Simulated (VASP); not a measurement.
# HfN in VASP: further runs, part 2 of 3

VASP 6.6.1.

## Step 3: Electric field gradients, LDA (equal xx and yy strain of +2 %)

File INCAR:

```
SYSTEM = HfN
ALGO = Normal ; EDIFF = 1E-8
ENCUT = 520 ; GGA = CA
ISIF = 2 ; ISMEAR = -1
LASPH = .True. ; LCHARG = .False.
LEFG = .True. ; LREAL = .False.
LWAVE = .False. ; NBANDS = 14
NELM = 100 ; PREC = Accurate
SIGMA = 0.03
```

File KPOINTS:

```
k-points
0
Gamma
  10 10 10
  0 0 0
```

File POSCAR:

```
HfN
1.0
    0.0000000000      2.3041800000      2.2590000000
    2.3041800000      0.0000000000      2.2590000000
    2.3041800000      2.3041800000      0.0000000000
Hf N
1 1
Direct
    0.0000000000      0.0000000000      0.0000000000
    0.5000000000      0.5000000000      0.5000000000
```

Potentials or basis: VASP PAW LDA potentials, release 64 (Hf_pv, N).

The run is started by

```
> cat potpaw_LDA.64/Hf_pv/POTCAR potpaw_LDA.64/N/POTCAR > POTCAR
> mpirun -np 1 vasp_std > vasp.out
```

OUTCAR:

```text
SYSTEM = HfN
   EDIFF = 1E-8
   ENCUT = 520
   GGA = CA
   ISIF = 2
   ISMEAR = -1
   LASPH = .True.
   LREAL = .False.
   NELM = 100
   PREC = Accurate

 ion  position               nearest neighbor table
   1  0.000  0.000  0.000-   2 2.26   2 2.26   2 2.30   2 2.30   2 2.30   2 2.30
   2  0.500  0.500  0.500-   1 2.26   1 2.26   1 2.30   1 2.30   1 2.30   1 2.30

  LATTYP: Found a body centered tetragonal cell.
 ALAT       =     3.2586026061
 C/A-ratio  =     1.3864838847

  Lattice vectors:

[... 621 lines left out ...]
  ---------------------------------------------------
  free  energy   TOTEN  =       -23.7397374877 eV

  energy  without entropy=      -23.7372786337  energy(sigma->0) =      -23.73850806

 Electric field gradients (V/A^2)
---------------------------------------------------------------------
 ion       V_xx      V_yy      V_zz      V_xy      V_xz      V_yz
---------------------------------------------------------------------
   1      37.333    37.333   -74.666     0.000    -0.000    -0.000
   2       3.656     3.656    -7.311    -0.000    -0.000    -0.000
---------------------------------------------------------------------

 Electric field gradients after diagonalization (V/A^2)
 (convention: |V_zz| > |V_xx| > |V_yy|)
----------------------------------------------------------------------
 ion       V_xx      V_yy      V_zz     asymmetry (V_yy - V_xx)/ V_zz
----------------------------------------------------------------------
   1      37.333    37.333   -74.666       0.000
   2       3.656     3.655    -7.311       0.000
----------------------------------------------------------------------

           NMR quadrupolar parameters

 Cq : quadrupolar parameter    Cq=e*Q*V_zz/h
 eta: asymmetry parameters     (V_yy - V_xx)/ V_zz
 Q  : nuclear electric quadrupole moment in mb (millibarn)
----------------------------------------------------------------------
 ion       Cq(MHz)       eta       Q (mb)
----------------------------------------------------------------------
   1      -0.181       0.000       1.000
   2      -0.018       0.000       1.000
----------------------------------------------------------------------
```

OSZICAR:

```text
N       E                     dE             d eps       ncg     rms          rms(c)
DAV:   1     0.340810047338E+02    0.34081E+02   -0.78162E+03  2856   0.101E+03
DAV:   2    -0.249550028407E+02   -0.59036E+02   -0.55250E+02  3694   0.225E+02
DAV:   3    -0.267272705644E+02   -0.17723E+01   -0.17659E+01  3374   0.315E+01
DAV:   4    -0.267338218765E+02   -0.65513E-02   -0.65500E-02  3384   0.227E+00
DAV:   5    -0.267338669354E+02   -0.45059E-04   -0.45058E-04  3302   0.162E-01    0.465E+01
DAV:   6    -0.239297942263E+02    0.28041E+01   -0.87034E+00  3000   0.217E+01    0.408E+01
DAV:   7    -0.237844524894E+02    0.14534E+00   -0.48206E-01  3570   0.529E+00    0.262E+01
DAV:   8    -0.237469103234E+02    0.37542E-01   -0.16084E-01  3372   0.324E+00    0.550E+00
DAV:   9    -0.237398316079E+02    0.70787E-02   -0.16224E-02  3252   0.104E+00    0.188E+00
DAV:  10    -0.237397612549E+02    0.70353E-04   -0.80256E-04  3718   0.233E-01    0.312E-01
DAV:  11    -0.237397380665E+02    0.23188E-04   -0.65072E-05  3432   0.675E-02    0.597E-02
DAV:  12    -0.237397375413E+02    0.52526E-06   -0.54853E-06  3674   0.189E-02    0.125E-02
DAV:  13    -0.237397374869E+02    0.54342E-07   -0.16920E-07  3308   0.382E-03    0.270E-03
DAV:  14    -0.237397374877E+02   -0.78103E-09   -0.94722E-09  2460   0.866E-04
   1 F= -.23739737E+02 E0= -.23738508E+02  d E =-.245885E-02
```

It took 26 s on 1 thread of Intel Xeon Platinum 8259CL at 2.50GHz (Skylake/Cascade Lake), shared host; peak memory 0.15 GiB.

What came out:

| Quantity | Value |
| --- | --- |
| Free energy | -23.7397 eV |
| Pressure | -19.8 GPa |

Levels at points of the mesh, in eV from the Fermi level:
| k point | band 5 | band 6 | band 7 | band 8 | band 9 | band 10 | band 11 | band 12 |
| --- | --- | --- | --- | --- | --- | --- | --- | --- |
| (0.00, 0.00, 0.00) | -2.96 | -2.96 | -2.87 | -0.46 | -0.46 | -0.26 | 1.36 | 1.64 |
| (0.50, 0.00, 0.00) | -8.64 | -6.00 | -5.98 | 3.06 | 3.39 | 3.51 | 4.32 | 8.09 |
| (0.50, 0.50, 0.00) | -5.18 | -3.71 | -3.67 | -3.67 | 3.81 | 5.16 | 5.17 | 5.17 |
| (0.50, 0.00, 0.50) | -5.38 | -3.65 | -3.62 | -3.54 | 3.75 | 5.02 | 5.24 | 5.29 |

Electric field gradients, principal values (V/Å²):
| atom | least | middle | greatest (by size) |
| --- | --- | --- | --- |
| 1 Hf | 37.333 | 37.333 | -74.666 |
| 2 N | 3.655 | 3.656 | -7.311 |

Caveat: the cell differs from its parent crystal (equal xx and yy strain of +2 %); without QUAD_EFG the Cq values of the log hold for a quadrupole moment of 1 mb, not for the nuclei; spin-orbit coupling is left out, which moves the levels of the heavy elements.

## Step 4: Electric field gradients, LDA (equal xy, yz and zx shear strains of -2 %)

File INCAR:

```
PREC     = Accurate       # precision mode
ENCUT    = 520            # plane-wave cutoff, eV
EDIFF    = 1E-8           # SCF threshold, eV
ISMEAR   = -1             # smearing method
SIGMA    = 0.03           # smearing width, eV
LREAL    = False          # projectors in reciprocal space
LASPH    = True           # aspherical terms in the spheres
NELM     = 60             # most SCF steps
ALGO     = Normal         # electronic algorithm
ISIF     = 2              # what is computed and relaxed
LWAVE    = False          # write WAVECAR
LCHARG   = False          # write CHGCAR
GGA      = CA             # functional
LEFG     = True         
NBANDS   = 14             # bands
```

File KPOINTS:

```
regular mesh
0
Gamma
  10 10 10
```

File POSCAR:

```
HfN
1.0
   -0.0451800000      2.2364100000      2.2364100000
    2.2364100000     -0.0451800000      2.2364100000
    2.2364100000      2.2364100000     -0.0451800000
Hf N
1 1
Direct
    0.0000000000      0.0000000000      0.0000000000
    0.5000000000      0.5000000000      0.5000000000
```

Potentials or basis: VASP PAW LDA potentials, release 64 (Hf_pv, N).

The run is started by

```
> cat potpaw_LDA.64/Hf_pv/POTCAR potpaw_LDA.64/N/POTCAR > POTCAR
> mpirun -np 1 vasp_std > vasp.out
```

OUTCAR:

```text
PREC = Accurate
   ENCUT = 520
   EDIFF = 1E-8
   ISMEAR = -1
   LREAL = False
   LASPH = True
   NELM = 60
   ISIF = 2
   GGA = CA

 ion  position               nearest neighbor table
   1  0.000  0.000  0.000-   2 2.26   2 2.26   2 2.26   2 2.26   2 2.26   2 2.26
   2  0.500  0.500  0.500-   1 2.26   1 2.26   1 2.26   1 2.26   1 2.26   1 2.26

  LATTYP: Found a trigonal (rhomboedric) cell.
 ALAT       =     3.1630840344
 COS(alpha) =     0.4797000918

  Lattice vectors:

 A1 = (  -0.0451800000,   2.2364100000,   2.2364100000)
 A2 = (   2.2364100000,  -0.0451800000,   2.2364100000)
 A3 = (   2.2364100000,   2.2364100000,  -0.0451800000)

Analysis of symmetry for initial positions (statically):
=====================================================================
 Subroutine PRICEL returns:
 Original cell was already a primitive cell.

[... 597 lines left out ...]
  energy-cutoff  :      520.00
  volume of cell :       23.05
      direct lattice vectors                 reciprocal lattice vectors
    -0.045180000  2.236410000  2.236410000    -0.216909243  0.221381598  0.221381598
     2.236410000 -0.045180000  2.236410000     0.221381598 -0.216909243  0.221381598
     2.236410000  2.236410000 -0.045180000     0.221381598  0.221381598 -0.216909243

 POSITION                                       TOTAL-FORCE (eV/Angst)
 -----------------------------------------------------------------------------------
      0.00000      0.00000      0.00000         0.000000      0.000000      0.000000
      2.21382      2.21382      2.21382        -0.000000      0.000000     -0.000000
 -----------------------------------------------------------------------------------
    total drift:                                0.000000     -0.000000     -0.000000

  FREE ENERGIE OF THE ION-ELECTRON SYSTEM (eV)
  ---------------------------------------------------
  free  energy   TOTEN  =       -23.8272044468 eV

  energy  without entropy=      -23.8253002837  energy(sigma->0) =      -23.82625237

 Electric field gradients (V/A^2)
---------------------------------------------------------------------
 ion       V_xx      V_yy      V_zz      V_xy      V_xz      V_yz
---------------------------------------------------------------------
   1      -0.000    -0.000     0.000     7.140     7.140     7.140
   2       0.000     0.000     0.000    -1.136    -1.136    -1.136
---------------------------------------------------------------------

 Electric field gradients after diagonalization (V/A^2)
 (convention: |V_zz| > |V_xx| > |V_yy|)
----------------------------------------------------------------------
 ion       V_xx      V_yy      V_zz     asymmetry (V_yy - V_xx)/ V_zz
----------------------------------------------------------------------
   1      -7.140    -7.140    14.281       0.000
   2       1.136     1.136    -2.273       0.000
----------------------------------------------------------------------

           NMR quadrupolar parameters

 Cq : quadrupolar parameter    Cq=e*Q*V_zz/h
 eta: asymmetry parameters     (V_yy - V_xx)/ V_zz
 Q  : nuclear electric quadrupole moment in mb (millibarn)
----------------------------------------------------------------------
 ion       Cq(MHz)       eta       Q (mb)
----------------------------------------------------------------------
   1       0.035       0.000       1.000
   2      -0.005       0.000       1.000
----------------------------------------------------------------------
```

stdout:

```text
POSCAR found type information on POSCAR HfN
 POSCAR found :  2 types and       2 ions
 scaLAPACK will be used
 LDA part: xc-table for (Slater(with rela. corr.)+CA(PZ))
 , standard interpolation
 POSCAR, INCAR and KPOINTS ok, starting setup
 FFT: planning ... GRIDC
 FFT: planning ... GRID_SOFT
 FFT: planning ... GRID
 WAVECAR not read
 entering main loop
ion   1

ion   2
```

Run time: 16 s. Hardware: 1 thread of Intel Xeon 6975P-C (Granite Rapids), shared host; peak memory 0.15 GiB.

Results:

- Free energy: -23.8272 eV
- Pressure: -10.5 GPa

Electric field gradients, principal values (V/Å²):
```csv
atom,least,middle,greatest (by size)
1 Hf,-7.140,-7.140,14.281
2 N,1.136,1.136,-2.273
```

Caveat: the cell differs from its parent crystal (equal xy, yz and zx shear strains of -2 %); without QUAD_EFG the Cq values of the log hold for a quadrupole moment of 1 mb, not for the nuclei; spin-orbit coupling is left out, which moves the levels of the heavy elements.

[end of part 2 of 3]
